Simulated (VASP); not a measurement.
# Ca: single point with RPBE

The system is Ca.

```
Ca
1.0
     6.55296    0.00000    0.00000
    -3.27648    5.67503    0.00000
     0.00000    0.00000    3.91924
Ca
3
Direct
  0.00000 0.00000 0.00000
  0.33333 0.66667 0.50000
  0.66667 0.33333 0.50000
```

This isn't the form of Ca at room conditions, which is fcc.

* Program: VASP 6.6.1
* Task: single point
* Functional: RPBE
* Potentials or basis: VASP PAW PBE potentials, release 64 (Ca_sv)
* Cutoff: 520 eV
* k mesh: 7 × 7 × 9
* Occupations: fermi-dirac, width 0.1 eV
* Spin: no spin polarisation
* Dipole correction: no
* Further INCAR settings: ALGO = Normal; EDIFF = 1e-07; NBANDS = 22

| Quantity | Value |
| --- | --- |
| Pressure | -1.1 GPa |
| Band gap on the k mesh | zero (bands 15 and 16 overlap by 0.53 eV) |

Levels at points of the mesh, in eV from the Fermi level:
| k point | band 11 | band 12 | band 13 | band 14 | band 15 | band 16 | band 17 | band 18 | band 19 | band 20 |
| --- | --- | --- | --- | --- | --- | --- | --- | --- | --- | --- |
| (0.00, 0.00, 0.00) | -23.35 | -23.33 | -3.78 | 0.13 | 0.13 | 0.14 | 0.14 | 0.19 | 0.64 | 1.89 |

It took 3.1 min on 1 thread of Oxide Virtual Turin-like Processor (shared host), peak memory 0.26 GiB.

Caveat: the PAW data sets were made with another functional, which shifts forces and pressure a little.
